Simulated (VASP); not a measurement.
IrO2, 6 atoms in the cell. It takes space group P4_2/mnm (No. 136, tetragonal). The conventional cell has a = 4.505 Å, b = 4.505 Å, c = 3.159 Å, α = 90.00°, β = 90.00°, γ = 90.00°. Ir (site symmetry mmm) has 6 O at 1.96 to 2.00 Å within 2.6 Å. O (site symmetry m2m) has 3 Ir at 1.96 to 2.00 Å and 1 O at 2.45 Å within 2.6 Å. 

- Program: VASP 6.6.1
- Task: single point
- Functional: PBEsol
- Potentials or basis: VASP PAW PBE potentials, release 64 (Ir, O)
- Cutoff: 600 eV
- k mesh: 6 × 6 × 9
- Occupations: fermi-dirac, width 0.1 eV
- Spin: no spin polarisation
- Dipole correction: no
- Further INCAR settings: ALGO = Normal; EDIFF = 1e-06; NBANDS = 30

Potentials or basis: VASP PAW PBE potentials, release 64 (Ir, O).

Run with:

```sh
$ cat potpaw_PBE.64/Ir/POTCAR potpaw_PBE.64/O/POTCAR > POTCAR
$ mpirun -np 1 vasp_std > vasp.out
```

Hardware: 1 thread of AMD EPYC 7R13 Processor (Zen 3) (shared host).

Question: Estimate the wall time of this run.

Answer: Wall time 73 s on 1 thread of AMD EPYC 7R13 Processor (Zen 3) (shared host), peak memory 0.21 GiB. Counts: scf iterations 13, k points 50.
